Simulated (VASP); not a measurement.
Pb4F: relaxation of cell and atoms with PBE

The system is Pb4F.

```
CELL_PARAMETERS angstrom
4.28182 0.00000 0.00000
0.00000 4.28182 0.00000
0.00000 0.00000 6.05541
ATOMIC_POSITIONS crystal
Pb 0.50000 0.00000 0.25000
Pb 0.00000 0.50000 0.75000
Pb 0.50000 0.00000 0.75000
Pb 0.00000 0.50000 0.25000
F 0.00000 0.00000 0.00000
```

| Property | Result |
| --- | --- |
| Program | VASP 6.6.1 |
| Task | relaxation of cell and atoms |
| Functional | PBE |
| Potentials or basis | VASP PAW PBE potentials, release 64 (Pb_d, F) |
| Cutoff | 600 eV |
| k mesh | 4 × 4 × 4 |
| Occupations | gaussian, width 0.1 eV |
| Spin | no spin polarisation |
| Dipole correction | no |
| Further INCAR settings | ALGO = Normal; EDIFF = 1e-06; IBRION = 2; EDIFFG = -0.04; NSW = 90; ISIF = 3 |

* Relaxed volume: 29.19 Å³/atom
* Relaxed cell: a = 4.753 Å, b = 4.753 Å, c = 6.460 Å, α = 90.00°, β = 90.00°, γ = 90.00°
* Space group after relaxing (to 0.05 Å): P4/mmm (No. 123)
* Energy gained by relaxing: 353.1 meV/atom
* Ionic steps: 7
* Pressure after relaxing: 0.0 GPa
* Largest force after relaxing: 0.036 eV/Å

Forces on the atoms (eV/Å):
```
Pb   0.000  0.000 -0.036
Pb   0.000  0.000  0.036
Pb   0.000  0.000  0.036
Pb   0.000  0.000 -0.036
F    0.000  0.000  0.000
```

Step by step:
| step | energy change (eV) | largest force (eV/Å) | pressure (GPa) | volume (Å³) |
| --- | --- | --- | --- | --- |
| 1 | 0.0000 | 0.6147 | 20.82 | 111.02 |
| 2 | -1.5128 | 0.0520 | -3.68 | 164.13 |
| 3 | -1.7485 | 0.0309 | 0.20 | 144.71 |
| 4 | -1.7492 | 0.0236 | -0.07 | 145.72 |
| 5 | -1.7579 | 0.0092 | -0.04 | 145.69 |
| 6 | -1.7650 | 0.0587 | 0.07 | 145.60 |
| 7 | -1.7657 | 0.0361 | -0.02 | 145.95 |

Final structure:
```cif
data_structure
_symmetry_space_group_name_H-M 'P 1'
_symmetry_Int_Tables_number 1
_cell_length_a 4.7531
_cell_length_b 4.7531
_cell_length_c 6.4601
_cell_angle_alpha 90.000
_cell_angle_beta 90.000
_cell_angle_gamma 90.000
_cell_volume 145.95
loop_
_atom_site_label
_atom_site_type_symbol
_atom_site_fract_x
_atom_site_fract_y
_atom_site_fract_z
_atom_site_occupancy
Pb1 Pb 0.50000 0.00000 0.25347 1
Pb2 Pb 0.00000 0.50000 0.74653 1
Pb3 Pb 0.50000 0.00000 0.74653 1
Pb4 Pb 0.00000 0.50000 0.25347 1
F1 F 0.00000 0.00000 0.00000 1
```

Levels at points of the mesh, in eV from the Fermi level:
| k point | band 28 | band 29 | band 30 | band 31 | band 32 | band 33 | band 34 | band 35 | band 36 | band 37 |
| --- | --- | --- | --- | --- | --- | --- | --- | --- | --- | --- |
| (0.00, 0.00, 0.00) | -3.99 | -3.39 | -1.07 | -1.07 | -0.21 | 0.20 | 0.20 | 3.79 | 4.37 | 4.37 |
| (0.50, 0.00, 0.00) | -4.02 | -1.99 | -1.23 | 0.06 | 0.19 | 0.69 | 1.17 | 2.37 | 2.42 | 2.48 |
| (0.50, 0.50, 0.00) | -4.49 | -3.75 | -3.06 | -1.55 | -0.90 | -0.90 | 0.10 | 3.45 | 5.23 | 5.92 |
| (0.00, 0.00, 0.50) | -4.36 | -1.12 | -1.12 | 0.00 | 0.00 | 0.21 | 0.33 | 3.65 | 3.90 | 4.27 |
| (0.50, 0.00, 0.50) | -3.87 | 0.86 | 0.96 | 0.99 | 1.00 | 1.01 | 1.15 | 1.30 | 1.35 | 2.08 |
| (0.50, 0.50, 0.50) | -3.80 | -2.94 | -2.81 | -1.71 | -1.53 | 1.70 | 1.70 | 2.57 | 2.57 | 6.29 |

Run time: 11 min on 1 thread of Oxide Virtual Turin-like Processor, on a shared host, peak memory 0.25 GiB.

Caveat: the k points lie up to 0.33 Å⁻¹ apart in the final cell; the volume moved by over 15 % at a fixed basis, so the end points are rough; spin-orbit coupling is left out, which moves the levels of the heavy elements; an odd number of electrons without spin polarisation forces a metal; a magnetic or distorted state may lie lower.
